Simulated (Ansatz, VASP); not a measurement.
## PbO2 in VASP and in Ansatz

```
O Pb
1.0
     3.44230    0.00000    0.00000
     0.00000    5.08262    0.00000
     0.00000    0.00000   24.18939
O Pb
8 4
Direct
  0.50000 0.79105 0.37761
  0.00000 0.28685 0.31312
  0.00000 0.75686 0.39991
  0.50000 0.24067 0.44254
  0.50000 0.80110 0.51413
  0.00000 0.29359 0.54465
  0.00000 0.71016 0.61922
  0.50000 0.23478 0.65355
  0.50000 0.37107 0.35833
  0.00000 0.00157 0.47704
  0.50000 0.50290 0.58129
  0.00000 0.00940 0.68667
```

Alike in both runs: functional PBE; k mesh 10 × 7 × 1; occupations gaussian, width 0.1 eV; no spin polarisation.

Ansatz relaxed the structure, and its values are those at the end. VASP's run is a single point on that final structure, the one shown.

|  | VASP | Ansatz |
| --- | --- | --- |
| version | VASP 6.6.1 | Ansatz 0.2.0 |
| potentials or method | VASP PAW PBE potentials, release 64 (O, Pb_d), cutoff 520 eV | scalar-relativistic, plane waves, PAW |
| valence electrons in the cell | 104 | 104 |

VASP gave:

- gap on the k mesh at the Fermi level (eV): none
- rms of the force components (eV/Å): 0.014
- work function, face that differs most (eV): 6.46

Problem. Estimate Ansatz's values.

Solution. gap on the k mesh at the Fermi level (eV): none; rms of the force components (eV/Å): 0.005; work function, face that differs most (eV): 6.45.

A gap of «none» marks a metal or a gap that the smearing closes. Ansatz's warnings: xc potential rough in thin density.

Spin-orbit coupling is off throughout.
